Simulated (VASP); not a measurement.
Wanted: the native input for a VASP 6.6.1 run.

| Item | Value |
| --- | --- |
| Task | electric field gradients |
| Functional | PBEsol |
| Potentials or basis | VASP PAW PBE potentials, release 64 (N) |
| Cutoff | 520 eV |
| k mesh | 4 × 4 × 4 |
| Occupations | fermi-dirac, width 0.02 eV |
| Spin | no spin polarisation |
| Dipole correction | no |
| Further INCAR settings | ALGO = Normal; EDIFF = 1e-08; NBANDS = 18 |

The structure of N lies in POSCAR:

```
N
1.0
    5.6490000000      0.0000000000      0.0000000000
    0.0000000000      5.6490000000      0.0000000000
    0.0000000000      0.0000000000      5.5360200000
N
4
Direct
    0.0300000000      0.0300000000      0.0300000000
    0.4700000000      0.9700000000      0.5300000000
    0.5300000000      0.4700000000      0.9700000000
    0.9700000000      0.5300000000      0.4700000000
```

This cell differs from its parent crystal: zz strain of -2 %.

The input as run:

INCAR

```
SYSTEM = N
PREC = Accurate
ENCUT = 520
EDIFF = 1E-8
ISMEAR = -1
SIGMA = 0.02
LREAL = .FALSE.
LASPH = .TRUE.
NELM = 60
ALGO = Normal
ISIF = 2
LWAVE = .FALSE.
LCHARG = .FALSE.
GGA = PS
LEFG = .TRUE.
NBANDS = 18
```

KPOINTS

```
regular mesh
0
G
  4 4 4
  0 0 0
```

Potentials or basis: VASP PAW PBE potentials, release 64 (N).

Run with:

```sh
$ cat potpaw_PBE.64/N/POTCAR > POTCAR
$ mpirun -np 1 vasp_std > vasp.out
```

It gave:

| Property | Result |
| --- | --- |
| Pressure | -4.4 GPa |
| Largest force | 0.408 eV/Å |
| Band gap on the k mesh | zero (bands 10 and 11 overlap by 0.16 eV) |
| Largest electric field gradient by atom | N -6.2 V/Å² |

Caveat: the cell differs from its parent crystal (zz strain of -2 %); the cell stands under tension; without QUAD_EFG the Cq values of the log hold for a quadrupole moment of 1 mb, not for the nuclei; the PAW data sets were made with another functional, which shifts forces and pressure a little.

It took 64 s on 1 thread of Intel(R) Xeon(R) Platinum 8259CL CPU @ 2.50GHz (Skylake/Cascade Lake) (shared host), peak memory 0.27 GiB.
